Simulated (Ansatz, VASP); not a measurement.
**One calculation of Si3WN, two programs**

Contents of INCAR:

```
SYSTEM = Si3WN
PREC = Accurate
ENCUT = 520
EDIFF = 1E-7
ISMEAR = 0
SIGMA = 0.1
LREAL = .False.
LASPH = .True.
NELM = 60
ALGO = Normal
ISIF = 2
LWAVE = .False.
LCHARG = .False.
GGA = PE
NBANDS = 24
```

KPOINTS

```
regular mesh
0
Gamma
  4 4 4
  0 0 0
```

The input POSCAR:

```
Si3WN
1.0
    4.1352356100      0.0000000000      0.0000000000
    0.0000000000      4.1352356100      0.0000000000
    0.0000000000      0.0000000000      4.1352356100
Si W N
3 1 1
Direct
    0.0000000000      0.5000000000      0.5000000000
    0.5000000000      0.5000000000      0.0000000000
    0.5000000000      0.0000000000      0.5000000000
    0.0000000000      0.0000000000      0.0000000000
    0.5000000000      0.5000000000      0.5000000000
```

Input for Ansatz:

```yaml
crystal:
  lattice:
    - [4.13523561, 0.0, 0.0]
    - [0.0, 4.13523561, 0.0]
    - [0.0, 0.0, 4.13523561]
  atoms:
    - { symbol: Si, position: [0.0, 0.5, 0.5] }
    - { symbol: Si, position: [0.5, 0.5, 0.0] }
    - { symbol: Si, position: [0.5, 0.0, 0.5] }
    - { symbol: W, position: [0.0, 0.0, 0.0] }
    - { symbol: "N", position: [0.5, 0.5, 0.5] }
basis:
  ecutwfc: 420
kpoints:
  mp_grid: { grid: [4, 4, 4] }
hamiltonian:
  xc: pbe
scf:
  occupations: { method: gaussian, width: 0.1 }
  lower_state_search: "off"
output:
  forces: true
  stress: true
  eigenvalues: true
```

Change from the starting cell: species swapped into the Sc3SnC type (Pm-3m, No. 221).

Alike in both runs: task single point; functional PBE; k mesh 4 × 4 × 4; occupations gaussian, width 0.1 eV; no spin polarisation.

|  | VASP | Ansatz |
| --- | --- | --- |
| version | VASP 6.6.1 | Ansatz 0.2.0 |
| potentials or method | VASP PAW PBE potentials, release 64 (Si, W_sv, N), cutoff 520 eV | scalar-relativistic, plane waves, PAW |
| valence electrons in the cell | 31 | 31 |

|  | VASP | Ansatz | Ansatz less VASP |
| --- | --- | --- | --- |
| gap on the k mesh at the Fermi level (eV) | none | none | - |
| pressure (GPa) | -18.4 | -18.5 | -0.05 |

A gap of «none» marks a metal or a gap that the smearing closes. The functional is the same, so the differences come from potentials, cutoffs and numerics.

The k mesh is coarse, so the values compare programs but aren't converged. Neither program's run includes spin-orbit coupling.
